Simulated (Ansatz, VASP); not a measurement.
## Two plane-wave programs on MgS

Contents of INCAR:

```
PREC = Accurate
ENCUT = 520
EDIFF = 1E-7
ISMEAR = 0
SIGMA = 0.05
LREAL = F
LASPH = T
NELM = 60
ALGO = Normal
ISIF = 2
LWAVE = F
LCHARG = T
GGA = CA
LELF = T
LVHAR = T
NBANDS = 11
```

Contents of KPOINTS:

```
Automatic mesh
0
Gamma
  8 8 8
```

File POSCAR:

```
MgS
1.0
    0.0000000000      2.6016500000      2.6016500000
    2.6016500000      0.0000000000      2.6016500000
    2.6016500000      2.6016500000      0.0000000000
Mg S
1 1
Direct
    0.0000000000      0.0000000000      0.0000000000
    0.5000000000      0.5000000000      0.5000000000
```

Input for Ansatz:

```yaml
crystal:
  lattice:
    - [0.0, 2.60165, 2.60165]
    - [2.60165, 0.0, 2.60165]
    - [2.60165, 2.60165, 0.0]
  atoms:
    - { symbol: Mg, position: [0.0, 0.0, 0.0] }
    - { symbol: S, position: [0.5, 0.5, 0.5] }
basis:
  ecutwfc: 420
kpoints:
  mp_grid: { grid: [8, 8, 8] }
hamiltonian:
  xc: lda
scf:
  occupations: { method: gaussian, width: 0.05 }
output:
  forces: true
  stress: true
  eigenvalues: true
```

Alike in both runs: task single point; functional LDA; k mesh 8 × 8 × 8; occupations gaussian, width 0.05 eV; no spin polarisation.

```csv
,VASP,Ansatz
version,VASP 6.6.1,Ansatz 0.2.0
potentials or method,"VASP PAW LDA potentials, release 64 (Mg, S), cutoff 520 eV","scalar-relativistic, plane waves, PAW"
valence electrons in the cell,8,16
```

```tsv
	VASP	Ansatz	Ansatz less VASP
gap on the k mesh at the Fermi level (eV)	2.56	2.56	+0.002
least direct gap on the mesh (eV)	3.49	3.48	-0.011
pressure (GPa)	-3.9	-3.3	+0.57
```

LDA's correlation is that of Perdew and Zunger in VASP and of Perdew and Wang (1992) in Ansatz. VASP's potentials hold 8 valence electrons a cell and Ansatz's 16, so a difference there can come from the potentials and not from the codes.
